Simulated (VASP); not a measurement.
# SiO2 (P4_2/mnm) in VASP: a series of runs

SiO2 is run at these levels: PBE; tasks: single point.

Everything below comes from runs of VASP 6.6.1. Logs are shortened: lines on timing, memory, paths and dates and some standing lists are left out, and cuts for length are marked.

## Step 1: The cell of the first run

Symmetry: P4_2/mnm, No. 136, tetragonal system. The conventional cell has a = 4.579 Å, b = 4.579 Å, c = 2.578 Å, α = 90.00°, β = 90.00°, γ = 90.00°. Si (site symmetry mmm) has 6 O at 1.80 to 1.99 Å within 2.4 Å. Within 2.4 Å of O (site symmetry m2m) lie 3 Si at 1.80 to 1.99 Å.

## Step 2: Single point, PBE (9.01 Å³/atom)

INCAR reads:

```
SYSTEM = SiO2
PREC     = Accurate       ! precision mode
ENCUT    = 520            ! plane-wave cutoff, eV
EDIFF    = 1E-6           ! SCF threshold, eV
ISMEAR   = 0              ! smearing method
SIGMA    = 0.05           ! smearing width, eV
LREAL    = .FALSE.        ! projectors in reciprocal space
LASPH    = .TRUE.         ! aspherical terms in the spheres
NELM     = 80             ! most SCF steps
ALGO     = Normal         ! electronic algorithm
ISIF     = 2              ! what is computed and relaxed
LWAVE    = .FALSE.        ! write WAVECAR
LCHARG   = .FALSE.        ! write CHGCAR
GGA      = PE             ! functional
NBANDS   = 25             ! bands
```

KPOINTS reads:

```
Automatic mesh
0
G
  6 6 10
  0 0 0
```

POSCAR reads:

```
SiO2
1.0
    4.5792975415      0.0000000000      0.0000000000
    0.0000000000      4.5792975415      0.0000000000
    0.0000000000      0.0000000000      2.5776865861
Si O
2 4
Direct
    0.5000000000      0.5000000000      0.5000000000
    0.0000000000      0.0000000000      0.0000000000
    0.6930127928      0.6930127928      0.0000000000
    0.1930127928      0.8069872072      0.5000000000
    0.3069872072      0.3069872072      0.0000000000
    0.8069872072      0.1930127928      0.5000000000
```

Potentials or basis: VASP PAW PBE potentials, release 64 (Si, O).

Launch:

```bash
cat potpaw_PBE.64/Si/POTCAR potpaw_PBE.64/O/POTCAR > POTCAR
mpirun -np 1 vasp_std > vasp.out
```

OUTCAR:

```text
SYSTEM = SiO2
   PREC = Accurate
   ENCUT = 520
   EDIFF = 1E-6
   ISMEAR = 0
   LREAL = .FALSE.
   LASPH = .TRUE.
   NELM = 80
   ISIF = 2
   GGA = PE

 ion  position               nearest neighbor table
   1  0.500  0.500  0.500-   3 1.80   5 1.80   3 1.80   5 1.80   4 1.99   6 1.99
   2  0.000  0.000  0.000-   4 1.80   6 1.80   4 1.80   6 1.80   5 1.99   3 1.99
   3  0.693  0.693  0.000-   1 1.80   1 1.80   2 1.99
   4  0.193  0.807  0.500-   2 1.80   2 1.80   1 1.99
   5  0.307  0.307  0.000-   1 1.80   1 1.80   2 1.99
   6  0.807  0.193  0.500-   2 1.80   2 1.80   1 1.99

  LATTYP: Found a simple tetragonal cell.
 ALAT       =     4.5792975415
 C/A-ratio  =     0.5629000000

  Lattice vectors:

 A1 = (   4.5792975415,   0.0000000000,   0.0000000000)
 A2 = (   0.0000000000,   4.5792975415,   0.0000000000)
 A3 = (   0.0000000000,   0.0000000000,   2.5776865861)

Analysis of symmetry for initial positions (statically):
=====================================================================
 Subroutine PRICEL returns:
 Original cell was already a primitive cell.

 Routine SETGRP: Setting up the symmetry group for a
 simple tetragonal supercell.

 Subroutine GETGRP returns: Found 16 space group operations
 (whereof  8 operations were pure point group operations)
 out of a pool of 16 trial point group operations.

The static configuration has the point symmetry D_2h.
 The point group associated with its full space group is D_4h.

Analysis of symmetry for dynamics (positions and initial velocities):
=====================================================================
 Subroutine PRICEL returns:
 Original cell was already a primitive cell.

 Routine SETGRP: Setting up the symmetry group for a
 simple tetragonal supercell.

 Subroutine GETGRP returns: Found 16 space group operations
 (whereof  8 operations were pure point group operations)
 out of a pool of 16 trial point group operations.

The dynamic configuration has the point symmetry D_2h.
 The point group associated with its full space group is D_4h.

 Subroutine INISYM returns: Found 16 space group operations
 (whereof  8 operations are pure point group operations),
 and found     1 'primitive' translations

----------------------------------------------------------------------------------------

                                     Primitive cell

  volume of cell :      54.0540

  direct lattice vectors                    reciprocal lattice vectors
     4.579297541  0.000000000  0.000000000     0.218374105  0.000000000  0.000000000
     0.000000000  4.579297541  0.000000000     0.000000000  0.218374105  0.000000000
     0.000000000  0.000000000  2.577686586     0.000000000  0.000000000  0.387944758

  length of vectors
     4.579297541  4.579297541  2.577686586     0.218374105  0.218374105  0.387944758

  position of ions in fractional coordinates (direct lattice)
     0.500000000  0.500000000  0.500000000
     0.000000000  0.000000000  0.000000000
     0.693012793  0.693012793  0.000000000
     0.193012793  0.806987207  0.500000000
     0.306987207  0.306987207  0.000000000
     0.806987207  0.193012793  0.500000000

  ion indices of the primitive-cell ions
   primitive index   ion index
                 1           1
                 2           2
                 3           3
                 4           4
                 5           5
                 6           6

----------------------------------------------------------------------------------------

 KPOINTS: Automatic mesh

Automatic generation of k-mesh.
 Grid dimensions read from file:
 generate k-points for:    6    6   10

 Generating k-lattice:

  Cartesian coordinates                     Fractional coordinates (reciprocal lattice)
     0.036395684  0.000000000  0.000000000     0.166666667  0.000000000  0.000000000
     0.000000000  0.036395684  0.000000000     0.000000000  0.166666667  0.000000000
     0.000000000  0.000000000  0.038794476     0.000000000  0.000000000  0.100000000

  Length of vectors
     0.036395684  0.036395684  0.038794476

  Shift w.r.t. Gamma in fractional coordinates (k-lattice)
     0.000000000  0.000000000  0.000000000

 Subroutine IBZKPT returns following result:
 ===========================================

 Found     60 irreducible k-points:

 Following reciprocal coordinates:
            Coordinates               Weight
  0.000000  0.000000  0.000000      1.000000
  0.166667  0.000000  0.000000      4.000000
  0.333333  0.000000  0.000000      4.000000
  0.500000  0.000000  0.000000      2.000000
  0.166667  0.166667  0.000000      4.000000
  0.333333  0.166667  0.000000      8.000000
[... 16 lines left out ...]
  0.333333  0.000000  0.200000      8.000000
  0.500000  0.000000  0.200000      4.000000
 [... further k-points ...]
   k-points           NKPTS =     60   k-points in BZ     NKDIM =     60   number of bands    NBANDS=     25
   number of dos      NEDOS =    301   number of ions     NIONS =      6
   total plane-waves  NPLWV =  25920
   dimension x,y,z NGX =    36 NGY =   36 NGZ =   20
   dimension x,y,z NGXF=    72 NGYF=   72 NGZF=   40
   ions per type =               2   4
   NGX,Y,Z   is equivalent  to a cutoff of  13.07, 13.07, 12.90 a.u.
   NGXF,Y,Z  is equivalent  to a cutoff of  26.14, 26.14, 25.80 a.u.
 SYSTEM =  SiO2
   PREC   = accura    normal or accurate (medium, high low for compatibility)
   ISTART =      0    job   : 0-new  1-cont  2-samecut
   ICHARG =      2    charge: 1-file 2-atom 10-const
   ISPIN  =      1    spin polarized calculation?
   LNONCOLLINEAR =      F non collinear calculations
   LSORBIT =      F    spin-orbit coupling
   LASPH  =      T    aspherical Exc in radial PAW
   ENCUT  =  520.0 eV  38.22 Ry    6.18 a.u.   8.51  8.51  4.79*2*pi/ulx,y,z
   NELM   =     80;   NELMIN=  2; NELMDL= -5     # of ELM steps
   EDIFF  = 0.1E-05   stopping-criterion for ELM
   LREAL  =      F    real-space projection
   EDIFFG = 0.1E-04   stopping-criterion for IOM
   NSW    =      0    number of steps for IOM
   IBRION =     -1    ionic relax: 0-MD 1-quasi-New 2-CG
   NFREE  =      0    steps in history (QN), initial steepest desc. (CG)
   ISIF   =      2    stress and relaxation
   ISYM   =      2    0-nonsym 1-usesym 2-fastsym
   POTIM  = 0.5000    time-step for ionic-motion
   TEBEG  =    0.0;   TEEND  =   0.0 temperature during run
   PSTRESS=    0.0 pullay stress
   NELECT =      32.0000    total number of electrons
   NUPDOWN=      -1.0000    fix difference up-down
   EMIN   =  10.00;   EMAX   =-10.00  energy-range for DOS
   EFERMI =   0.00;   METHOD = LEGACY
   ISMEAR =     0;   SIGMA  =   0.05  broadening in eV -4-tet -1-fermi 0-gaus
   EFERMI_NEDOS =   21; number of points for ismear=-14 and -15
   IALGO  =     38    algorithm
   IMIX   =      4    mixing-type and parameters
     AMIX     =   0.40;   BMIX     =  1.00
     AMIX_MAG =   1.60;   BMIX_MAG =  1.00
  volume/ion in A,a.u.               =       9.01        60.80
  Fermi-wavevector in a.u.,A,eV,Ry     =   1.374619  2.597652 25.709246  1.889576
  Thomas-Fermi vector in A             =   2.500029
   LORBIT       =      0    0 simple, 1 ext, 2 COOP (PROOUT), +10 PAW based schemes
   GGA     = PE    functional components
   LHFCALC =     F    Hartree Fock is set to
   AEXX    =    0.0000 exact exchange contribution
   IVDW    =     0    specifies the selected vdW correction
   LEPSILON=     F    determine dielectric tensor
   LRPA    =     F    only Hartree local field effects (RPA)
 non-spin polarized calculation
 Gauss-broadening in eV      SIGMA  =   0.05
  energy-cutoff  :      520.00
  volume of cell :       54.05
 maximum number of plane-waves:      1468
 NGX is ok and might be reduce to    36
   NGX = 17   NGY = 17   NGZ =  9

 number of electron      32.0000025 magnetization

 Free energy of the ion-electron system (eV)
  ---------------------------------------------------
  ext. energy  EPLUGINS =         0.00000000
  ---------------------------------------------------
  free energy    TOTEN  =       -45.36382207 eV

  energy without entropy =      -45.36382207  energy(sigma->0) =      -45.36382207

 E-fermi :   6.2816     XC(G=0): -11.4555

 val. band max:        5.9856199273   @ k =   0.0000   0.0000   0.0000
 cond. band min:       9.5193037086   @ k =   0.0000   0.0000   0.0000
 fundamental gap:      3.5336837813
 Fermi energy:         6.2816032302

 k-point     1 :       0.0000    0.0000    0.0000
  band No.  band energies     occupation
      1     -15.0961      2.00000
      2     -12.4483      2.00000
      3     -12.3818      2.00000
      4     -12.3818      2.00000
      5      -3.9010      2.00000
      6       0.0374      2.00000
[... 17 lines left out ...]
     24      18.5042      0.00000
     25      18.8320      0.00000

 k-point     2 :       0.1667    0.0000    0.0000
  band No.  band energies     occupation
      1     -14.9890      2.00000
      2     -12.9579      2.00000
      3     -12.3329      2.00000
      4     -12.0739      2.00000
      5      -3.7390      2.00000
      6      -0.6234      2.00000
[... 17 lines left out ...]
     24      18.6820      0.00000
     25      18.9681      0.00000

 k-point     3 :       0.3333    0.0000    0.0000
  band No.  band energies     occupation
      1     -14.6775      2.00000
      2     -13.5886      2.00000
      3     -12.2046      2.00000
      4     -11.9742      2.00000
      5      -3.2726      2.00000
      6      -1.6329      2.00000
[... 552 lines left out ...]
 k-point    23 :       0.3333    0.0000    0.2000
  band No.  band energies     occupation
      1     -14.1769      2.00000
      2     -13.1830      2.00000
      3     -11.9326      2.00000
      4     -11.7636      2.00000
      5      -2.8505      2.00000
      6      -1.1918      2.00000
[... 17 lines left out ...]
     24      19.2762      0.00000
     25      19.2768      0.00000

 k-point    24 :       0.5000    0.0000    0.2000
  band No.  band energies     occupation
      1     -13.7296      2.00000
      2     -13.7296      2.00000
      3     -11.8176      2.00000
      4     -11.8176      2.00000
      5      -2.0944      2.00000
      6      -2.0944      2.00000
[... 17 lines left out ...]
     24      19.1746      0.00000
     25      19.5476      0.00000

 [... further k-points ...]

------------------------ aborting loop because EDIFF is reached ----------------------------------------

  FORCE on cell =-STRESS in cart. coord.  units (eV):
  Direction    XX          YY          ZZ          XY          YZ          ZX
  --------------------------------------------------------------------------------------
  -------------------------------------------------------------------------------------
  Total      -11.1383725    -11.1383725      2.8715386      0.0000000      0.0000000      0.0000000
  in kB     -330.1448153   -330.1448153     85.1132939      0.0000000      0.0000000      0.0000000
  external PRESSURE =    -191.7254455 kB  Pullay stress =       0.0000000 kB

 VOLUME and BASIS-vectors are now :
 -----------------------------------------------------------------------------
  energy-cutoff  :      520.00
  volume of cell :       54.05
      direct lattice vectors                 reciprocal lattice vectors
     4.579297541  0.000000000  0.000000000     0.218374105  0.000000000  0.000000000
     0.000000000  4.579297541  0.000000000     0.000000000  0.218374105  0.000000000
     0.000000000  0.000000000  2.577686586     0.000000000  0.000000000  0.387944758

 POSITION                                       TOTAL-FORCE (eV/Angst)
 -----------------------------------------------------------------------------------
      2.28965      2.28965      1.28884        -0.000000      0.000000      0.000000
      0.00000      0.00000      0.00000        -0.000000      0.000000      0.000000
      3.17351      3.17351      0.00000        -1.378341     -1.378341      0.000000
      0.88386      3.69543      1.28884        -1.378341      1.378341      0.000000
      1.40579      1.40579      0.00000         1.378341      1.378341     -0.000000
      3.69543      0.88386      1.28884         1.378341     -1.378341      0.000000
 -----------------------------------------------------------------------------------
    total drift:                                0.000000      0.000000     -0.000000

  FREE ENERGIE OF THE ION-ELECTRON SYSTEM (eV)
  ---------------------------------------------------
  free  energy   TOTEN  =       -45.3638220663 eV

  energy  without entropy=      -45.3638220663  energy(sigma->0) =      -45.36382207
```

It took 23 s on 1 thread of Intel Xeon 6975P-C (Granite Rapids), shared host; peak memory 0.19 GiB.

What came out:

```
Free energy            : -45.3638 eV
Pressure               : -19.2 GPa
Largest force          : 1.949 eV/Å
Band gap on the k mesh : 3.53 eV
```

Forces on the atoms (eV/Å):
```
Si   0.000  0.000  0.000
Si   0.000  0.000  0.000
O   -1.378 -1.378  0.000
O   -1.378  1.378  0.000
O    1.378  1.378  0.000
O    1.378 -1.378  0.000
```

Levels at points of the mesh, in eV from the valence-band top:
```
           k point  band 14  band 15  band 16  band 17  band 18  band 19
(0.00, 0.00, 0.00)    -0.85    -0.85     0.00     3.53     8.04     8.49
(0.50, 0.00, 0.00)    -1.66    -1.04    -1.04     6.22     6.22     9.54
(0.50, 0.50, 0.00)    -2.01    -1.95    -1.95     6.51     6.51    10.05
(0.00, 0.00, 0.50)    -2.03    -1.94    -1.94     7.07     7.07    10.13
(0.50, 0.00, 0.50)    -1.94    -1.25    -1.25     7.05     7.05     7.54
(0.50, 0.50, 0.50)    -1.56    -1.10    -1.10     5.36     5.36     9.41
```

Caveat: the cell stands under tension; forces of over 1 eV/Å act on the atoms, so gaps and moduli don't describe the material at rest. A k mesh can miss the band edges.

(Part 1 of 2 ends here.)
